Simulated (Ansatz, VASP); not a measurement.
Given: the input of a run of VASP 6.6.1 on Fe.

INCAR

```
PREC = Accurate
ENCUT = 520
EDIFF = 1E-6
ISMEAR = 1
SIGMA = 0.1
LREAL = F
LASPH = T
NELM = 150
ALGO = Normal
ISIF = 2
LWAVE = F
LCHARG = F
ISPIN = 2
MAGMOM = 3
LORBIT = 11
LMAXMIX = 4
GGA = PS
IVDW = 12
NBANDS = 14
```

The input KPOINTS:

```
regular mesh
0
Gamma
  13 13 13
```

File POSCAR:

```
Fe
1.0
   -1.4619890197      1.4619890197      1.4619890197
    1.4619890197     -1.4619890197      1.4619890197
    1.4619890197      1.4619890197     -1.4619890197
Fe
1
Direct
    0.0000000000      0.0000000000      0.0000000000
```

Potentials or basis: VASP PAW PBE potentials, release 64 (Fe).

Launch:

```bash
$ cat potpaw_PBE.64/Fe/POTCAR > POTCAR
$ mpirun -np 1 vasp_std > vasp.out
```

Translate it to Ansatz 0.2.0. Potentials there: SSSP efficiency PAW.

As run (the cutoff follows the program's own potentials):

The input input.yaml:

```yaml
crystal:
  lattice:
    - [-1.4619890197, 1.4619890197, 1.4619890197]
    - [1.4619890197, -1.4619890197, 1.4619890197]
    - [1.4619890197, 1.4619890197, -1.4619890197]
  atoms:
    - { symbol: Fe, position: [0.0, 0.0, 0.0], spin: 3.0 }
hamiltonian:
  xc: pbesol
  pseudopotentials: { kind: paw, accuracy: standard, xc_functional: pbe }
  dispersion: d3bj
magnetization:
  spin_polarized: true
kpoints:
  mp_grid: { grid: [13, 13, 13] }
scf:
  occupations: { method: methfessel_paxton, width: 0.1 }
output:
  forces: true
  stress: true
  eigenvalues: true
```

Potentials or basis: SSSP efficiency PAW.

Launch:

```bash
$ ansatz run input.yaml --threads 1 --pin off --max-ram 2560MiB --backend cpu --events-out ev --progress --plain --runs-dir out
```

Both were run:

|  | VASP | Ansatz | Ansatz less VASP |
| --- | --- | --- | --- |
| gap on the k mesh at the Fermi level (eV) | none | none | - |
| pressure (GPa) | -24.2 | -24.8 | -0.62 |
| net moment per atom (μB) | 2.43 | 2.38 | -0.052 |
| size of the moment on the site where the two differ most (μB) | 2.43 | 2.43 | -0.002 |

VASP's potentials were made for PBE, not for PBEsol. Site moments also hang on the region over which each program counts them. A gap of «none» marks a metal or a gap that the smearing closes. VASP's potentials hold 8 valence electrons a cell and Ansatz's 16, so a difference there can come from the potentials and not from the codes.
